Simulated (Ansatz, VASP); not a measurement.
YTl: VASP beside Ansatz

File INCAR:

```
ALGO = Normal
EDIFF = 1E-6
ENCUT = 520
ISIF = 2
ISMEAR = -1
LASPH = T
LCHARG = F
LREAL = F
LWAVE = F
NBANDS = 19
NELM = 80
PREC = Accurate
SIGMA = 0.08
```

File KPOINTS:

```
k-points
0
Gamma
  11 11 11
```

POSCAR

```
YTl
1.0
    3.7510000000      0.0000000000      0.0000000000
    0.0000000000      3.7510000000      0.0000000000
    0.0000000000      0.0000000000      3.7510000000
Y Tl
1 1
Direct
    0.5000000000      0.5000000000      0.5000000000
    0.0000000000      0.0000000000      0.0000000000
```

Input for Ansatz:

```yaml
crystal:
  lattice:
    - [3.751, 0.0, 0.0]
    - [0.0, 3.751, 0.0]
    - [0.0, 0.0, 3.751]
  atoms:
    - { symbol: "Y", position: [0.5, 0.5, 0.5] }
    - { symbol: Tl, position: [0.0, 0.0, 0.0] }
kpoints:
  mp_grid: { grid: [11, 11, 11] }
  band_path:
    path:
      - [0.0, 0.0, 0.0]
      - [0.0, 0.5, 0.0]
      - [0.5, 0.5, 0.0]
      - [0.0, 0.0, 0.0]
      - [0.5, 0.5, 0.5]
      - [0.0, 0.5, 0.0]
      - [0.5, 0.5, 0.5]
      - [0.5, 0.5, 0.0]
    npoints: 14
scf:
  occupations: { method: fermi_dirac, width: 0.08 }
hamiltonian:
  xc: lda
  pseudopotentials: { kind: all_electron, lapw: { basis_error: 0.00025 } }
output:
  forces: true
  stress: true
  eigenvalues: true
  populations: true
  dos: { projected: true, de: 0.2, e_range: [-14, 8] }
```

Alike in both runs: task single point; functional LDA; k mesh 11 × 11 × 11; occupations fermi-dirac, width 0.08 eV; no spin polarisation.

```csv
,VASP,Ansatz
version,VASP 6.6.1,Ansatz 0.2.0
potentials or method,"VASP PAW LDA potentials, release 64 (Y_sv, Tl_d), cutoff 520 eV","all-electron LAPW, scalar-relativistic"
```

Ansatz gave:

- pressure (GPa): -3.0

What did VASP give for the same quantities?

Pressure (GPa): -2.9.

LDA's correlation is that of Perdew and Zunger in VASP and of Perdew and Wang (1992) in Ansatz. Ansatz ran all-electron here, and VASP with PAW potentials.

Spin-orbit coupling is off throughout.
